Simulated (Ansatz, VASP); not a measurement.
**Bi in VASP and in Ansatz**

```
Bi
1.0
     8.37914    0.00000    0.00000
     0.00000    8.37914    0.00000
     0.00000    0.00000    3.24996
Bi
6
Direct
  0.13193 0.36807 0.00000
  0.36807 0.86807 0.00000
  0.86807 0.63193 0.00000
  0.63193 0.13193 0.00000
  0.00000 0.00000 0.00000
  0.50000 0.50000 0.00000
```

Alike in both runs: functional PBE; k mesh 2 × 2 × 6; occupations gaussian, width 0.1 eV; no spin polarisation.

Ansatz relaxed the structure, and its values are those at the end. VASP's run is a single point on that final structure, the one shown.

```csv
,VASP,Ansatz
version,VASP 6.6.1,Ansatz 0.2.0
potentials or method,"VASP PAW PBE potentials, release 64 (Bi_d), cutoff 500 eV","scalar-relativistic, plane waves, PAW"
valence electrons in the cell,90,90
```

Ansatz gave:

| Quantity | Value |
| --- | --- |
| gap on the k mesh at the Fermi level (eV) | none |
| pressure (GPa) | 0.1 |
| rms of the force components (eV/Å) | 0.003 |

**Question.** Estimate VASP's values.

**Answer.** gap on the k mesh at the Fermi level (eV): none; pressure (GPa): 0.1; rms of the force components (eV/Å): 0.004.

A gap of «none» marks a metal or a gap that the smearing closes.

The k mesh is coarse, so the values compare programs but aren't converged. Neither program's run includes spin-orbit coupling.
